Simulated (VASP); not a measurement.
# HfC: electric field gradients with PBE

Crystal: HfC.

```
CELL_PARAMETERS angstrom
0.00000 2.34802 2.34802
2.34802 0.00000 2.34802
2.34802 2.34802 0.00000
ATOMIC_POSITIONS crystal
Hf 0.50000 0.50000 0.50000
C 0.00000 0.00000 0.00000
```

This cell differs from its parent crystal: volume scaled by 1.03.

```
Program                : VASP 6.6.1
Task                   : electric field gradients
Functional             : PBE
Potentials or basis    : VASP PAW PBE potentials, release 64 (Hf_pv, C)
Cutoff                 : 520 eV
k mesh                 : 12 × 12 × 12
Occupations            : fermi-dirac, width 0.05 eV
Spin                   : no spin polarisation
Dipole correction      : no
Further INCAR settings : ALGO = Normal; EDIFF = 1e-08; NBANDS = 14
```

| Item | Value |
| --- | --- |
| Pressure | -7.1 GPa |
| Band gap on the k mesh | zero (band 7 reaches 6.71 eV, above the bottom of band 8 at 5.31 eV) |

Levels at points of the mesh, in eV from the Fermi level:
```csv
k point,band 5,band 6,band 7,band 8,band 9,band 10
"(0.00, 0.00, 0.00)",0.98,0.98,0.98,1.37,1.37,1.37
"(0.50, 0.00, 0.00)",-6.01,-2.89,-2.89,5.14,5.14,5.59
"(0.50, 0.50, 0.00)",-2.62,-1.68,-0.13,-0.13,5.13,6.49
```

It took 26 s on 1 thread of Intel(R) Xeon(R) Platinum 8375C CPU @ 2.90GHz (Ice Lake) (shared host), peak memory 0.17 GiB.

Caveat: without QUAD_EFG the Cq values of the log hold for a quadrupole moment of 1 mb, not for the nuclei; spin-orbit coupling is left out, which moves the levels of the heavy elements.
